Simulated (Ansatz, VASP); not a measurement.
**Two plane-wave programs on RbBr3**

```xyz
4
Lattice="-2.2586 2.2586 6.4370 2.2586 -2.2586 6.4370 2.2586 2.2586 -6.4370" Properties=species:S:1:pos:R:3 pbc="T T T"
Rb    0.0000    0.0000    0.0000
Br    0.0000    2.2586    3.2185
Br    2.2586    0.0000    3.2185
Br    0.0000    0.0000    6.4370
```

Alike in both runs: task single point; functional PBE; k mesh 14 × 14 × 14; occupations methfessel-paxton of order 1, width 0.1 eV; no spin polarisation.

```csv
,VASP,Ansatz
version,VASP 6.6.1,Ansatz 0.2.0
potentials or method,"VASP PAW PBE potentials, release 64 (Rb_sv, Br), cutoff 500 eV","scalar-relativistic, plane waves, PAW"
valence electrons in the cell,30,30
```

VASP gave:

| Quantity | Value |
| --- | --- |
| gap on the k mesh at the Fermi level (eV) | none |
| pressure (GPa) | 0.7 |
| traceless stress, the component that is largest in VASP (GPa) | 0.35 |

Q: What did Ansatz give for the same quantities?

A: gap on the k mesh at the Fermi level (eV): none; pressure (GPa): 0.7; traceless stress, the component that is largest in VASP (GPa): 0.38.

A gap of «none» marks a metal or a gap that the smearing closes.
